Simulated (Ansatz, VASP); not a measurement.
# PbS in VASP and in Ansatz

```xyz
2
Lattice="0.0000 2.9657 2.9657 2.9657 0.0000 2.9657 2.9657 2.9657 0.0000" Properties=species:S:1:pos:R:3 pbc="T T T"
Pb    0.0000    0.0000    0.0000
S     2.9657    2.9657    2.9657
```

Alike in both runs: functional r2SCANh; k mesh 4 × 4 × 4; occupations fermi-dirac, width 0.05 eV; no spin polarisation.

|  | VASP | Ansatz |
| --- | --- | --- |
| version | VASP 6.6.1 | Ansatz 0.2.0 |
| potentials or method | VASP PAW PBE potentials, release 64 (Pb_d, S) | Ansatz PAW |
| plane-wave cutoff (eV) | 520 | 500 |
| valence electrons in the cell | 20 | 20 |
| task | single point | band structure |

Ansatz gave:

| Property | Result |
| --- | --- |
| gap on the k mesh at the Fermi level (eV) | 1.00 |
| least direct gap on the mesh (eV) | 1.00 |
| pressure (GPa) | 1.2 |

Task: Estimate VASP's values.

Result: gap on the k mesh at the Fermi level (eV): 1.03; least direct gap on the mesh (eV): 1.03; pressure (GPa): 1.1.

VASP's potentials were made for PBE, not for r2SCANh. The functional is the same, so the differences come from potentials, cutoffs and numerics.

The k mesh is coarse, so the values compare programs but aren't converged. Spin-orbit coupling is off throughout.
